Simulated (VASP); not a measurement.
Wanted: the native input for a VASP 6.6.1 run.

```yaml
Task: single point
Functional: LDA
Potentials_or_basis: VASP PAW LDA potentials, release 64 (Co_sv)
Cutoff: 690 eV
k_mesh: 18 × 18 × 18
Occupations: fermi-dirac, width 0.05 eV
Spin: collinear spin, ferromagnetic start
Starting_moments: "[1.683] μB"
Dipole_correction: no
Further_INCAR_settings: ALGO = Normal; EDIFF = 1e-06; NBANDS = 18
```

The structure of Co lies in POSCAR:

```
Co
1.0
   -1.3095208073      1.3095208073      1.3095208073
    1.3095208073     -1.3095208073      1.3095208073
    1.3095208073      1.3095208073     -1.3095208073
Co
1
Direct
    0.0000000000      0.0000000000      0.0000000000
```

This isn't the form of Co at room conditions, which is hcp.

The input as run:

INCAR

```
SYSTEM = Co
ALGO     = Normal         ! electronic algorithm
EDIFF    = 1E-6           ! SCF threshold, eV
ENCUT    = 690            ! plane-wave cutoff, eV
GGA_COMPAT= .False.      
ISIF     = 2              ! what is computed and relaxed
ISMEAR   = -1             ! smearing method
ISPIN    = 2              ! spin polarisation
LASPH    = .True.         ! aspherical terms in the spheres
LCHARG   = .False.        ! write CHGCAR
LMAXMIX  = 4              ! l up to which the mixer works
LORBIT   = 11             ! projections on sites
LREAL    = .False.        ! projectors in reciprocal space
LWAVE    = .False.        ! write WAVECAR
MAGMOM   = 1.683          ! initial moments
NBANDS   = 18             ! bands
NELM     = 200            ! most SCF steps
PREC     = Accurate       ! precision mode
SIGMA    = 0.05           ! smearing width, eV
```

KPOINTS

```
k-points
0
Gamma
  18 18 18
  0 0 0
```

Potentials or basis: VASP PAW LDA potentials, release 64 (Co_sv).

Launch:

```console
$ cat potpaw_LDA.64/Co_sv/POTCAR > POTCAR
$ mpirun -np 1 vasp_std > vasp.out
```

It gave:

```yaml
Pressure: 42.6 GPa
Net_moment: 1.49 μB per cell
Site_moments: Co +1.50 μB
Valence_electrons_inside_the_program's_atomic_spheres: Co 15.25
```

Caveat: the cell stands under pressure.

Run time: 66 s on 1 thread of AMD EPYC 7R13 Processor (Zen 3), on a shared host, peak memory 0.14 GiB.
